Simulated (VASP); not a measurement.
# Li (Im-3m) in VASP: further runs

The runs below take Li through relaxation of cell and atoms, with RPBE+D3(BJ), BLYP+D4.

Program: VASP 6.6.1. These are calculated values, not measurements. Logs are shortened: lines on timing, memory, paths and dates and some standing lists are left out, and cuts for length are marked.

### Step 1. The cell of the first run

It takes space group Im-3m (No. 229, cubic). Conventional cell: a = 3.509 Å, b = 3.509 Å, c = 3.509 Å, α = 90.00°, β = 90.00°, γ = 90.00°. Li (site symmetry m-3m) has 14 Li at 3.04 to 3.51 Å within 4.0 Å.

### Step 2. Relaxation of cell and atoms, RPBE+D3(BJ)

Contents of INCAR:

```
  PREC = Accurate
  ENCUT = 600
  EDIFF = 1E-6
  ISMEAR = -1
  SIGMA = 0.05
  LREAL = F
  LASPH = T
  NELM = 60
  ALGO = Normal
  ISIF = 3
  LWAVE = F
  LCHARG = F
  GGA = RP
  IVDW = 12
  IBRION = 2
  NSW = 60
  EDIFFG = -0.01
```

Contents of KPOINTS:

```
Automatic mesh
0
Gamma
  11 11 11
```

Contents of POSCAR:

```
Li
1.0
   -1.7546500000      1.7546500000      1.7546500000
    1.7546500000     -1.7546500000      1.7546500000
    1.7546500000      1.7546500000     -1.7546500000
Li
1
Direct
    0.0000000000      0.0000000000      0.0000000000
```

Potentials or basis: VASP PAW PBE potentials, release 64 (Li_sv).

Run with:

```sh
$ cat potpaw_PBE.64/Li_sv/POTCAR > POTCAR
$ mpirun -np 1 vasp_std > vasp.out
```

OUTCAR:

```text
PREC = Accurate
   ENCUT = 600
   EDIFF = 1E-6
   ISMEAR = -1
   LREAL = F
   LASPH = T
   NELM = 60
   ISIF = 3
   GGA = RP
   IVDW = 12
   IBRION = 2
   NSW = 60
   EDIFFG = -0.01
 IVDW          = 12

 ion  position               nearest neighbor table
   1  0.000  0.000  0.000-

  LATTYP: Found a body centered cubic cell.
 ALAT       =     3.5093000000

  Lattice vectors:

 A1 = (  -1.7546500000,   1.7546500000,   1.7546500000)
 A2 = (   1.7546500000,  -1.7546500000,   1.7546500000)
 A3 = (   1.7546500000,   1.7546500000,  -1.7546500000)

Analysis of symmetry for initial positions (statically):
=====================================================================
 Subroutine PRICEL returns:
 Original cell was already a primitive cell.

 Routine SETGRP: Setting up the symmetry group for a
 body centered cubic supercell.

 Subroutine GETGRP returns: Found 48 space group operations
 (whereof 48 operations were pure point group operations)
 out of a pool of 48 trial point group operations.

The static configuration has the point symmetry O_h .

Analysis of symmetry for dynamics (positions and initial velocities):
=====================================================================
 Subroutine PRICEL returns:
 Original cell was already a primitive cell.

 Routine SETGRP: Setting up the symmetry group for a
 body centered cubic supercell.

 Subroutine GETGRP returns: Found 48 space group operations
 (whereof 48 operations were pure point group operations)
 out of a pool of 48 trial point group operations.

The dynamic configuration has the point symmetry O_h .

 Subroutine INISYM returns: Found 48 space group operations
 (whereof 48 operations are pure point group operations),
 and found     1 'primitive' translations

----------------------------------------------------------------------------------------

                                     Primitive cell

  volume of cell :      21.6088

  direct lattice vectors                    reciprocal lattice vectors
    -1.754650000  1.754650000  1.754650000     0.000000000  0.284957114  0.284957114
     1.754650000 -1.754650000  1.754650000     0.284957114  0.000000000  0.284957114
     1.754650000  1.754650000 -1.754650000     0.284957114  0.284957114  0.000000000

  length of vectors
     3.039142950  3.039142950  3.039142950     0.402990215  0.402990215  0.402990215

  position of ions in fractional coordinates (direct lattice)
     0.000000000  0.000000000  0.000000000

  ion indices of the primitive-cell ions
   primitive index   ion index
                 1           1

----------------------------------------------------------------------------------------

 KPOINTS: Automatic mesh

Automatic generation of k-mesh.
 Grid dimensions read from file:
 generate k-points for:   11   11   11

 Generating k-lattice:

  Cartesian coordinates                     Fractional coordinates (reciprocal lattice)
     0.000000000  0.025905192  0.025905192     0.090909091  0.000000000  0.000000000
     0.025905192  0.000000000  0.025905192     0.000000000  0.090909091  0.000000000
     0.025905192  0.025905192  0.000000000     0.000000000  0.000000000  0.090909091

  Length of vectors
     0.036635474  0.036635474  0.036635474

  Shift w.r.t. Gamma in fractional coordinates (k-lattice)
     0.000000000  0.000000000  0.000000000

 Subroutine IBZKPT returns following result:
 ===========================================

 Found     56 irreducible k-points:

 Following reciprocal coordinates:
            Coordinates               Weight
  0.000000  0.000000  0.000000      1.000000
  0.090909  0.000000  0.000000     12.000000
  0.181818  0.000000  0.000000     12.000000
  0.272727  0.000000  0.000000     12.000000
  0.363636  0.000000  0.000000     12.000000
  0.454545  0.000000  0.000000     12.000000
[... 16 lines left out ...]
  0.272727  0.181818  0.090909     48.000000
  0.363636  0.181818  0.090909     24.000000
 [... further k-points ...]
   k-points           NKPTS =     56   k-points in BZ     NKDIM =     56   number of bands    NBANDS=      5
   number of dos      NEDOS =    301   number of ions     NIONS =      1
   total plane-waves  NPLWV =  13824
   dimension x,y,z NGX =    24 NGY =   24 NGZ =   24
   dimension x,y,z NGXF=    48 NGYF=   48 NGZF=   48
   ions per type =               1
   NGX,Y,Z   is equivalent  to a cutoff of  13.13, 13.13, 13.13 a.u.
   NGXF,Y,Z  is equivalent  to a cutoff of  26.26, 26.26, 26.26 a.u.
 SYSTEM =  unknown system
   PREC   = accura    normal or accurate (medium, high low for compatibility)
   ISTART =      0    job   : 0-new  1-cont  2-samecut
   ICHARG =      2    charge: 1-file 2-atom 10-const
   ISPIN  =      1    spin polarized calculation?
   LNONCOLLINEAR =      F non collinear calculations
   LSORBIT =      F    spin-orbit coupling
   LASPH  =      T    aspherical Exc in radial PAW
   ENCUT  =  600.0 eV  44.10 Ry    6.64 a.u.   6.07  6.07  6.07*2*pi/ulx,y,z
   NELM   =     60;   NELMIN=  2; NELMDL= -5     # of ELM steps
   EDIFF  = 0.1E-05   stopping-criterion for ELM
   LREAL  =      F    real-space projection
   EDIFFG = -.1E-01   stopping-criterion for IOM
   NSW    =     60    number of steps for IOM
   IBRION =      2    ionic relax: 0-MD 1-quasi-New 2-CG
   NFREE  =      1    steps in history (QN), initial steepest desc. (CG)
   ISIF   =      3    stress and relaxation
   ISYM   =      2    0-nonsym 1-usesym 2-fastsym
   POTIM  = 0.5000    time-step for ionic-motion
   TEBEG  =    0.0;   TEEND  =   0.0 temperature during run
   PSTRESS=    0.0 pullay stress
   NELECT =       3.0000    total number of electrons
   NUPDOWN=      -1.0000    fix difference up-down
   EMIN   =  10.00;   EMAX   =-10.00  energy-range for DOS
   EFERMI =   0.00;   METHOD = LEGACY
   ISMEAR =    -1;   SIGMA  =   0.05  broadening in eV -4-tet -1-fermi 0-gaus
   EFERMI_NEDOS =   21; number of points for ismear=-14 and -15
   IALGO  =     38    algorithm
   IMIX   =      4    mixing-type and parameters
     AMIX     =   0.40;   BMIX     =  1.00
     AMIX_MAG =   1.60;   BMIX_MAG =  1.00
  volume/ion in A,a.u.               =      21.61       145.82
  Fermi-wavevector in a.u.,A,eV,Ry     =   0.847692  1.601906  9.776898  0.718582
  Thomas-Fermi vector in A             =   1.963238
   LORBIT       =      0    0 simple, 1 ext, 2 COOP (PROOUT), +10 PAW based schemes
   GGA     = RP    functional components
   LHFCALC =     F    Hartree Fock is set to
   AEXX    =    0.0000 exact exchange contribution
   IVDW    =    12    specifies the selected vdW correction
   LEPSILON=     F    determine dielectric tensor
   LRPA    =     F    only Hartree local field effects (RPA)
 conjugate gradient relaxation of ions
 non-spin polarized calculation
  energy-cutoff  :      600.00
  volume of cell :       21.61
 maximum number of plane-waves:       730
   NGX = 13   NGY = 13   NGZ = 13

--------------------------------------- Ionic step        1  -------------------------------------------

 number of electron       2.9999991 magnetization

 Free energy of the ion-electron system (eV)
  ---------------------------------------------------
  ext. energy  EPLUGINS =         0.00000000
  ---------------------------------------------------
  free energy    TOTEN  =        -1.81576215 eV

  energy without entropy =       -1.81206437  energy(sigma->0) =       -1.81391326

------------------------ aborting loop because EDIFF is reached ----------------------------------------

 Edisp (eV)   -0.64852

 E8    (eV) :    -0.3941

  FORCE on cell =-STRESS in cart. coord.  units (eV):
  Direction    XX          YY          ZZ          XY          YZ          ZX
  --------------------------------------------------------------------------------------
  -------------------------------------------------------------------------------------
  Total      -1.08578    -1.08578    -1.08578    -0.00000     0.00000     0.00000
  in kB     -80.50447   -80.50447   -80.50447    -0.00000     0.00000     0.00000
  external pressure =      -80.50 kB  Pullay stress =        0.00 kB
[... 20 lines left out ...]
  energy  without entropy=       -2.4605841741  energy(sigma->0) =       -2.46243306

--------------------------------------- Ionic step        2  -------------------------------------------

 number of electron       3.0000003 magnetization

 E-fermi :   0.9949     XC(G=0):  -7.2465

 val. band max:        0.9668158170   @ k =   0.4545   0.0000   0.0000
 cond. band min:       1.1767529509   @ k =  -0.4545   0.4545   0.0909
 fundamental gap:      0.2099371339
 Fermi energy:         0.9948586223

 k-point     1 :       0.0000    0.0000    0.0000
  band No.  band energies     occupation
      1     -45.5789      2.00000
      2      -2.7247      2.00000
      3      16.9217      0.00000
      4      16.9217      0.00000
      5      16.9218      0.00000

 k-point     2 :       0.0909    0.0000    0.0000
  band No.  band energies     occupation
      1     -45.5768      2.00000
      2      -2.5637      2.00000
      3      15.6680      0.00000
      4      16.0893      0.00000
      5      16.5936      0.00000
[... 290 lines left out ...]
  energy  without entropy=       -2.8508322436  energy(sigma->0) =       -2.85282601

--------------------------------------- Ionic step        5  -------------------------------------------

 number of electron       2.9999997 magnetization

 Free energy of the ion-electron system (eV)
  ---------------------------------------------------
  ext. energy  EPLUGINS =         0.00000000
  ---------------------------------------------------
  free energy    TOTEN  =        -1.46818775 eV

  energy without entropy =       -1.46411623  energy(sigma->0) =       -1.46615199

 E-fermi :   2.6243     XC(G=0):  -8.4033

 val. band max:        2.6023009424   @ k =  -0.3636   0.4545   0.0909
 cond. band min:       2.7380451908   @ k =  -0.4545   0.4545   0.0909
 fundamental gap:      0.1357442484
 Fermi energy:         2.6243476806

 k-point     1 :       0.0000    0.0000    0.0000
  band No.  band energies     occupation
      1     -43.4152      2.00000
      2      -1.5454      2.00000
      3      24.3230      0.00000
      4      24.3231      0.00000
      5      24.3231      0.00000

 k-point     2 :       0.0909    0.0000    0.0000
  band No.  band energies     occupation
      1     -43.4049      2.00000
      2      -1.3695      2.00000
      3      22.4796      0.00000
      4      23.0968      0.00000
      5      23.8031      0.00000
[... 208 lines left out ...]
  FREE ENERGIE OF THE ION-ELECTRON SYSTEM (eV)
  ---------------------------------------------------
  free  energy   TOTEN  =        -2.8572833520 eV

  energy  without entropy=       -2.8532118374  energy(sigma->0) =       -2.85524759

 reached required accuracy - stopping structural energy minimisation
```

It took 50 s on 1 thread of AMD EPYC 7R13, shared host; peak memory 0.11 GiB.

What came out:

| Quantity | Value |
| --- | --- |
| Free energy | -2.8573 eV |
| Relaxed volume | 11.94 Å³/atom |
| Relaxed cell | a = 2.494 Å, b = 2.494 Å, c = 2.494 Å, α = 109.47°, β = 109.47°, γ = 109.47° |
| Space group after relaxing (to 0.05 Å) | Im-3m (No. 229) |
| Energy gained by relaxing | 393.0 meV/atom |
| Ionic steps | 5 |
| Pressure after relaxing | -0.1 GPa |
| Dispersion energy per atom | -1.389 eV |

Step by step:
| step | energy change (eV) | largest force (eV/Å) | pressure (GPa) | volume (Å³) |
| --- | --- | --- | --- | --- |
| 1 | 0.0000 | 0.0000 | -8.05 | 21.61 |
| 2 | -0.1644 | 0.0000 | -8.14 | 18.39 |
| 3 | -0.3752 | 0.0000 | 4.94 | 10.67 |
| 4 | -0.3905 | 0.0000 | -1.54 | 12.42 |
| 5 | -0.3930 | 0.0000 | -0.07 | 11.94 |

Final structure:
```
Li
1.0
    -1.43971    1.43971    1.43971
     1.43971   -1.43971    1.43971
     1.43971    1.43971   -1.43971
Li
1
Cartesian
  0.0000 0.0000 0.0000
```

Levels at points of the mesh, in eV from the Fermi level:
```tsv
k point	band 1	band 2	band 3	band 4	band 5
(0.00, 0.00, 0.00)	-46.04	-4.17	21.70	21.70	21.70
```

Caveat: the cutoff is under 1.25 times the usual one of these potentials, so pressure, stress and relaxed cells hold a basis-set (Pulay) error; the volume moved by over 15 % at a fixed basis, so the end points are rough; the PAW data sets were made with another functional, which shifts forces and pressure a little; the volume moved by -45 % from the deposited cell, more than functionals usually miss; pairwise dispersion overbinds metals, which lowers pressure and volume.

### Step 3. Relaxation of cell and atoms, BLYP+D4

Contents of INCAR:

```
SYSTEM = Li
PREC = Accurate
ENCUT = 600
EDIFF = 1E-7
ISMEAR = -1
SIGMA = 0.05
LREAL = .False.
LASPH = .True.
NELM = 80
ALGO = Normal
ISIF = 3
LWAVE = .False.
LCHARG = .False.
GGA = B5
ALDAX = 1.0
AGGAX = 1.0
AGGAC = 1.0
ALDAC = 0.0
IVDW = 13
VDW_S6 = 1.0
VDW_S8 = 2.34076671
VDW_A1 = 0.44488865
VDW_A2 = 4.0933009
IBRION = 2
NSW = 60
EDIFFG = -0.01
```

Contents of KPOINTS:

```
regular mesh
0
Gamma
  11 11 11
  0 0 0
```

POSCAR is that of step 2.

Potentials or basis: VASP PAW PBE potentials, release 64 (Li_sv).

Run with:

```sh
$ cat potpaw_PBE.64/Li_sv/POTCAR > POTCAR
$ mpirun -np 1 vasp_std > vasp.out
```

It took 82 s on 1 thread of AMD EPYC 7R13, shared host; peak memory 0.1 GiB.

It converged, with:

```yaml
Free_energy: -1.6110 eV
Relaxed_volume: 19.43 Å³/atom
Relaxed_cell: a = 2.933 Å, b = 2.933 Å, c = 2.933 Å, α = 109.47°, β = 109.47°, γ = 109.47°
Space_group_after_relaxing_to_0.05_Å: Im-3m (No. 229)
Energy_gained_by_relaxing: 8.9 meV/atom
Ionic_steps: 4
Pressure_after_relaxing: 0.0 GPa
Dispersion_energy_per_atom: -0.038 eV
```

The path:
```
step  energy change (eV)  largest force (eV/Å)  pressure (GPa)  volume (Å³)
   1              0.0000                0.0000           -1.24        21.61
   2             -0.0036                0.0000           -1.00        21.09
   3             -0.0088                0.0000           -0.10        19.58
   4             -0.0089                0.0000            0.01        19.43
```

Final structure:
```
CELL_PARAMETERS angstrom
-1.69363 1.69363 1.69363
1.69363 -1.69363 1.69363
1.69363 1.69363 -1.69363
ATOMIC_POSITIONS crystal
Li 0.00000 0.00000 0.00000
```

Levels at points of the mesh, in eV from the Fermi level:
| k point | band 1 | band 2 | band 3 | band 4 | band 5 |
| --- | --- | --- | --- | --- | --- |
| (0.00, 0.00, 0.00) | -47.17 | -3.61 | 14.71 | 14.71 | 14.71 |

Caveat: the cutoff is under 1.25 times the usual one of these potentials, so pressure, stress and relaxed cells hold a basis-set (Pulay) error; the PAW data sets were made with another functional, which shifts forces and pressure a little; the volume moved by -10 % from the deposited cell, more than functionals usually miss; pairwise dispersion overbinds metals, which lowers pressure and volume.

### Step 4. How close it comes

Step 2. The cell as given is a measured one (21.61 Å³/atom); RPBE+D3(BJ) puts the equilibrium volume -44.8 % from it, thermal expansion not counted.

Step 3. The cell as given is a measured one (21.61 Å³/atom); BLYP+D4 puts the equilibrium volume -10.1 % from it, thermal expansion not counted.
